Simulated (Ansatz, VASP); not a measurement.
Mg: VASP beside Ansatz

```
Mg
1.0
     3.14652    0.00000    0.00000
    -1.57326    2.72496    0.00000
     0.00000    0.00000    5.04921
Mg
2
Direct
  0.33333 0.66667 0.25000
  0.66667 0.33333 0.75000
```

Alike in both runs: functional LDA; k mesh 12 × 12 × 8; occupations fermi-dirac, width 0.15 eV; no spin polarisation.

Ansatz relaxed the structure, and its values are those at the end. VASP's run is a single point on that final structure, the one shown.

|  | VASP | Ansatz |
| --- | --- | --- |
| version | VASP 6.6.1 | Ansatz 0.2.0 |
| potentials or method | VASP PAW LDA potentials, release 64 (Mg), cutoff 520 eV | scalar-relativistic, plane waves, PAW |
| valence electrons in the cell | 4 | 20 |

Ansatz gave:

* gap on the k mesh at the Fermi level (eV): none
* pressure (GPa): 0.0

Q: What did VASP give for the same quantities?

A: gap on the k mesh at the Fermi level (eV): none; pressure (GPa): -0.3.

Ansatz warns that its potentials were made for another functional, while VASP's fit it. LDA's correlation is that of Perdew and Zunger in VASP and of Perdew and Wang (1992) in Ansatz. A gap of «none» marks a metal or a gap that the smearing closes. VASP's potentials hold 4 valence electrons a cell and Ansatz's 20, so a difference there can come from the potentials and not from the codes.
